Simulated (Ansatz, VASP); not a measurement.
# BeCd2S3: VASP beside Ansatz

```xyz
6
Lattice="3.6553 0.0000 0.0000 -1.8276 3.1655 0.0000 0.0000 0.0000 9.2595" Properties=species:S:1:pos:R:3 pbc="T T T"
Be    0.0000    0.0000    0.0000
Cd    0.0000    2.1104    2.9604
Cd    1.8276    1.0552    6.2991
S     0.0000    0.0000    4.6297
S     1.8276    1.0552    1.2260
S     0.0000    2.1104    8.0334
```

Change from the starting cell: species swapped into the Li3NdAs2 type (P-3m1, No. 164).

Alike in both runs: functional PBE; k mesh 6 × 6 × 4; occupations gaussian, width 0.1 eV; no spin polarisation.

Ansatz relaxed the structure, and its values are those at the end. VASP's run is a single point on that final structure, the one shown.

```csv
,VASP,Ansatz
version,VASP 6.6.1,Ansatz 0.2.0
potentials or method,"VASP PAW PBE potentials, release 64 (Be, Cd, S), cutoff 520 eV","scalar-relativistic, plane waves, PAW"
valence electrons in the cell,44,60
```

```tsv
	VASP	Ansatz	Ansatz less VASP
gap on the k mesh at the Fermi level (eV)	0.37	0.37	+0.010
least direct gap on the mesh (eV)	1.08	1.09	+0.008
pressure (GPa)	0.3	0.0	-0.34
rms of the force components (eV/Å)	0.013	0.001	-0.0112
```

The functional is the same, so the differences come from potentials, cutoffs and numerics. VASP's potentials hold 44 valence electrons a cell and Ansatz's 60, so a difference there can come from the potentials and not from the codes.
